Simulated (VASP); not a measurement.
# Zr: single point with PBEsol

The system is Zr.

```
CELL_PARAMETERS angstrom
-1.64391 1.64391 2.50440
1.64391 -1.64391 2.50440
1.64391 1.64391 -2.50440
ATOMIC_POSITIONS crystal
Zr 0.00000 0.00000 0.00000
```

```yaml
Program: VASP 6.6.1
Task: single point
Functional: PBEsol
Potentials_or_basis: VASP PAW PBE potentials, release 64 (Zr_sv)
Cutoff: 520 eV
k_mesh: 12 × 12 × 12
Occupations: fermi-dirac, width 0.05 eV
Spin: no spin polarisation
Dipole_correction: no
Further_INCAR_settings: ALGO = Normal; EDIFF = 1e-07; NBANDS = 12
```

```
Pressure               : -13.6 GPa
Band gap on the k mesh : zero (bands 6 and 7 overlap by 1.21 eV)
```

Stress tensor (GPa, compression positive):
```
-12.82   0.00   0.00
  0.00 -12.82   0.00
  0.00   0.00 -15.10
```

Levels at points of the mesh, in eV from the Fermi level:
| k point | band 4 | band 5 | band 6 | band 7 | band 8 | band 9 |
| --- | --- | --- | --- | --- | --- | --- |
| (0.00, 0.00, 0.00) | -26.60 | -5.22 | 0.50 | 1.19 | 1.19 | 2.40 |
| (0.50, 0.00, 0.00) | -26.65 | -2.56 | 0.46 | 0.72 | 1.16 | 4.18 |
| (0.50, 0.50, 0.00) | -26.80 | -2.39 | -1.69 | 2.67 | 4.25 | 4.41 |
| (0.50, 0.50, 0.50) | -26.77 | -2.47 | -1.62 | 1.68 | 4.41 | 4.73 |

Run time: 87 s on 1 thread of Intel Xeon 8259CL, on a shared host, peak memory 0.19 GiB.

Caveat: the cell stands under tension; the PAW data sets were made with another functional, which shifts forces and pressure a little.
